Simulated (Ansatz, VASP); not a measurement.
## Ba in VASP and in Ansatz

```
Ba
1.0
     0.00000    2.90130    2.90130
     2.90130    0.00000    2.90130
     2.90130    2.90130    0.00000
Ba
1
Direct
  0.00000 0.00000 0.00000
```

Change from the starting cell: volume scaled by 0.76, PAW files.

Alike in both runs: task single point; functional PBE; k mesh 10 × 10 × 10; occupations fermi-dirac, width 0.1 eV; no spin polarisation.

|  | VASP | Ansatz |
| --- | --- | --- |
| version | VASP 6.6.1 | Ansatz 0.2.0 |
| potentials or method | VASP PAW PBE potentials, release 64 (Ba_sv) | PAW with Ansatz's default frozen-core files, scalar-relativistic |
| plane-wave cutoff (eV) | 520 | 420 |
| valence electrons in the cell | 10 | 10 |

```tsv
	VASP	Ansatz	Ansatz less VASP
pressure (GPa)	3.2	3.0	-0.20
```

With one functional, cell and mesh, what is left measures potentials, basis and numerics.

Neither program's run includes spin-orbit coupling.
